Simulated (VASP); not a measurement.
Here is a VASP 6.6.1 calculation.

The input POSCAR:

```
CsH
1.0
    0.0000000000      3.1880000000      3.1880000000
    3.1880000000      0.0000000000      3.1880000000
    3.1880000000      3.1880000000      0.0000000000
Cs H
1 1
Direct
    0.0686166876      0.0686166876     -0.0686166876
    0.5000000000      0.5000000000      0.5000000000
```

Contents of INCAR.step1:

```
PREC = Accurate
ENCUT = 520
ISMEAR = 0
SIGMA = 0.05
LREAL = False
LASPH = True
NELM = 80
NBANDS = 12
GGA = PE
ALGO = Normal
EDIFF = 1E-4
LWAVE = True
LCHARG = False
```

File INCAR.step2:

```
PREC = Accurate
ENCUT = 520
EDIFF = 1E-7
ISMEAR = 0
SIGMA = 0.05
LREAL = False
LASPH = True
NELM = 80
ALGO = Normal
ISIF = 2
LWAVE = False
LCHARG = False
METAGGA = R2SCAN
LMIXTAU = True
NBANDS = 12
ISTART = 1
```

File KPOINTS:

```
Automatic mesh
0
Gamma
  6 6 6
```

Potentials or basis: VASP PAW PBE potentials, release 64 (Cs_sv, H).

Run with:

```bash
$ cat potpaw_PBE.64/Cs_sv/POTCAR potpaw_PBE.64/H/POTCAR > POTCAR
$ cp INCAR.step1 INCAR
$ mpirun -np 1 vasp_std > vasp.out
$ cp INCAR.step2 INCAR
$ mpirun -np 1 vasp_std > vasp.out
```

(1) Predict the band gap on the k mesh.

(2) Predict the pressure.

Answers

(1) 2.80 eV, direct.

(2) 0.5 GPa.

Caveat: the cell differs from its parent crystal (all Cs atoms moved +0.438 Å, as atom 1 along Cartesian [0 0 1]); the PAW data sets were made with another functional, which shifts forces and pressure a little; spin-orbit coupling is left out, which moves the levels of the heavy elements.
